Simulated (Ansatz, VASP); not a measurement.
## One calculation of Ga3SbN2, two programs

```
Ga Sb N
1.0
     5.86286    0.00000    0.00000
    -2.93143    5.07739    0.00000
     0.00000    0.00000    2.92422
Ga Sb N
3 1 2
Direct
  0.50000 0.00000 0.50000
  0.50000 0.50000 0.50000
  0.00000 0.50000 0.50000
  0.00000 0.00000 0.00000
  0.33333 0.66667 0.00000
  0.66667 0.33333 0.00000
```

Change from the starting cell: species swapped into the DyB2Ru3 type (P6/mmm, No. 191).

Alike in both runs: functional PBE; k mesh 3 × 3 × 6; occupations gaussian, width 0.1 eV; no spin polarisation.

Ansatz relaxed the structure, and its values are those at the end. VASP's run is a single point on that final structure, the one shown.

```csv
,VASP,Ansatz
version,VASP 6.6.1,Ansatz 0.2.0
potentials or method,"VASP PAW PBE potentials, release 64 (Ga_d, Sb, N), cutoff 520 eV","scalar-relativistic, plane waves, PAW"
valence electrons in the cell,54,64
```

VASP gave:

```
gap on the k mesh at the Fermi level (eV) : none
pressure (GPa)                            : 0.2
```

Task: Estimate Ansatz's values.

Result: gap on the k mesh at the Fermi level (eV): none; pressure (GPa): 0.0.

A gap of «none» marks a metal or a gap that the smearing closes. VASP's potentials hold 54 valence electrons a cell and Ansatz's 64, so a difference there can come from the potentials and not from the codes.

The k mesh is coarse, so the values compare programs but aren't converged. Spin-orbit coupling is off throughout.
